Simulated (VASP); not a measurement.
InGa3P4: single point with PBE

InGa3P4:

```xyz
8
Lattice="5.4469 0.0000 0.0000 0.0000 5.4469 0.0000 0.0000 0.0000 5.4469" Properties=species:S:1:pos:R:3 pbc="T T T"
In    2.7235    2.7235    2.7235
Ga    0.0000    0.0000    2.7235
Ga    0.0000    2.7235    0.0000
Ga    2.7235    0.0000    0.0000
P     4.1436    4.1436    4.1436
P     4.1436    1.3034    1.3034
P     1.3034    4.1436    1.3034
P     1.3034    1.3034    4.1436
```

| Quantity | Value |
| --- | --- |
| Program | VASP 6.6.1 |
| Task | single point |
| Functional | PBE |
| Potentials or basis | VASP PAW PBE potentials, release 64 (In_d, Ga_d, P) |
| Cutoff | 520 eV |
| k mesh | 6 × 6 × 6 |
| Occupations | gaussian, width 0.02 eV |
| Spin | no spin polarisation |
| Dipole correction | no |
| Further INCAR settings | ALGO = Normal; EDIFF = 1e-07; NBANDS = 46 |

```json
{
 "Pressure": "8.3 GPa",
 "Largest force": "0.010 eV/Å",
 "Band gap on the k mesh": "1.42 eV"
}
```

Forces on the atoms (eV/Å):
```
In   0.000  0.000  0.000
Ga   0.000  0.000  0.000
Ga   0.000  0.000  0.000
Ga   0.000  0.000  0.000
P   -0.006 -0.006 -0.006
P   -0.006  0.006  0.006
P    0.006 -0.006  0.006
P    0.006  0.006 -0.006
```

Levels at points of the mesh, in eV from the valence-band top:
| k point | band 33 | band 34 | band 35 | band 36 | band 37 | band 38 | band 39 | band 40 |
| --- | --- | --- | --- | --- | --- | --- | --- | --- |
| (0.00, 0.00, 0.00) | -2.73 | 0.00 | 0.00 | 0.00 | 1.42 | 1.59 | 1.59 | 1.59 |
| (0.50, 0.00, 0.00) | -1.94 | -1.94 | -1.50 | -1.50 | 2.16 | 2.18 | 3.54 | 3.83 |
| (0.50, 0.50, 0.00) | -1.64 | -1.24 | -1.04 | -1.04 | 2.90 | 2.90 | 3.48 | 3.56 |
| (0.50, 0.50, 0.50) | -1.27 | -0.84 | -0.84 | -0.84 | 1.61 | 1.61 | 1.61 | 2.19 |

It took 3.1 min on 1 thread of Intel Xeon 8259CL, on a shared host, peak memory 0.33 GiB.

Caveat: the cell stands under pressure; spin-orbit coupling is left out, which moves the levels of the heavy elements. A k mesh can miss the band edges.
